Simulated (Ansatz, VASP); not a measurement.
**Two plane-wave programs on Li5Au3**

Contents of INCAR:

```
  PREC = Accurate
  ENCUT = 600
  EDIFF = 1E-7
  ISMEAR = 0
  SIGMA = 0.1
  LREAL = False
  LASPH = True
  NELM = 60
  ALGO = Fast
  ISIF = 3
  LWAVE = False
  LCHARG = False
  GGA = PE
  IBRION = 2
  NSW = 100
  EDIFFG = -0.01
```

File KPOINTS:

```
Automatic mesh
0
Gamma
  8 8 8
```

POSCAR

```
Li5Au3
1.0
   -3.1541892037      3.1541892037      3.1541892037
    3.1541892037     -3.1541892037      3.1541892037
    3.1541892037      3.1541892037     -3.1541892037
Li Au
5 3
Direct
    0.5000000000      0.5000000000      0.5000000000
    0.0000000000      0.0000000000      0.5000000000
    0.0000000000      0.5000000000      0.0000000000
    0.5000000000      0.0000000000      0.0000000000
    0.0000000000      0.0000000000      0.0000000000
    0.0000000000      0.5000000000      0.5000000000
    0.5000000000      0.0000000000      0.5000000000
    0.5000000000      0.5000000000      0.0000000000
```

Input for Ansatz:

```yaml
crystal:
  lattice:
    - [-3.1541892037, 3.1541892037, 3.1541892037]
    - [3.1541892037, -3.1541892037, 3.1541892037]
    - [3.1541892037, 3.1541892037, -3.1541892037]
  atoms:
    - { symbol: Li, position: [0.5, 0.5, 0.5] }
    - { symbol: Li, position: [0.0, 0.0, 0.5] }
    - { symbol: Li, position: [0.0, 0.5, 0.0] }
    - { symbol: Li, position: [0.5, 0.0, 0.0] }
    - { symbol: Li, position: [0.0, 0.0, 0.0] }
    - { symbol: Au, position: [0.0, 0.5, 0.5] }
    - { symbol: Au, position: [0.5, 0.0, 0.5] }
    - { symbol: Au, position: [0.5, 0.5, 0.0] }
basis:
  ecutwfc: 420
kpoints:
  mp_grid: { grid: [8, 8, 8] }
hamiltonian:
  xc: pbe
scf:
  occupations: { method: gaussian, width: 0.1 }
output:
  forces: true
  stress: true
  eigenvalues: true
  write_density: true
  write_potential: true
  elf: true
  volumetric_format: npy
relax:
  adjacent_minimum: "off"
  f_tol: 0.01
  max_steps: 80
  cell: { stress_tol: 0.05 }
```

Alike in both runs: task relaxation of cell and atoms; functional PBE; k mesh 8 × 8 × 8; occupations gaussian, width 0.1 eV; no spin polarisation.

```csv
,VASP,Ansatz
version,VASP 6.6.1,Ansatz 0.2.0
potentials or method,"VASP PAW PBE potentials, release 64 (Li_sv, Au), cutoff 600 eV","scalar-relativistic, plane waves, PAW"
valence electrons in the cell,48,72
```

|  | VASP | Ansatz | Ansatz less VASP |
| --- | --- | --- | --- |
| gap on the k mesh at the Fermi level, each at its own relaxed structure (eV) | none | none | - |
| relaxed volume (Å³/atom) | 15.32 | 15.37 | +0.055 |
| relaxed cell length with the largest relative difference (Å) | 5.420 | 5.426 | +0.0065 |

A gap of «none» marks a metal or a gap that the smearing closes. VASP's potentials hold 48 valence electrons a cell and Ansatz's 72, so a difference there can come from the potentials and not from the codes.

Neither program's run includes spin-orbit coupling. Noted on VASP's run: the cutoff is short for stress, so the pressure is rough.
